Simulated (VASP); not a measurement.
**Si: single point with PBE**

The system is Si.

```xyz
1
Lattice="2.5270 0.0000 0.0000 -1.2635 2.1884 0.0000 0.0000 0.0000 2.3730" Properties=species:S:1:pos:R:3 pbc="T T T"
Si    0.0000    0.0000    0.0000
```

This isn't the form of Si at room conditions, which is diamond.

```json
{
  "Program": "VASP 6.6.1",
  "Task": "single point",
  "Functional": "PBE",
  "Potentials or basis": "VASP PAW PBE potentials, release 64 (Si)",
  "Cutoff": "520 eV",
  "k mesh": "16 × 16 × 14",
  "Occupations": "gaussian, width 0.15 eV",
  "Spin": "no spin polarisation"
}
```

The pressure is 20.6 GPa. The band gap on the k mesh is zero (bands 2 and 3 overlap by 12.13 eV).

Stress tensor (GPa, compression positive):
```
21.01  0.00  0.00
 0.00 21.01  0.00
 0.00  0.00 19.94
```

Levels at points of the mesh, in eV from the Fermi level:
```csv
k point,band 1,band 2,band 3,band 4,band 5,band 6,band 7
"(0.00, 0.00, 0.00)",-15.19,7.58,8.88,11.58,11.58,12.69,12.69
"(0.50, 0.00, 0.00)",-7.97,-7.57,5.67,6.57,14.52,15.90,18.47
"(0.00, 0.00, 0.50)",-9.68,-8.03,15.74,15.74,15.88,15.88,17.33
"(0.50, 0.00, 0.50)",-3.20,-2.34,-1.50,0.95,9.91,12.84,13.62
```

Wall time 21 s on 1 thread of Intel(R) Xeon(R) Platinum 8488C (Sapphire Rapids), on a shared host, peak memory 0.13 GiB.

Caveat: the cell stands under pressure.
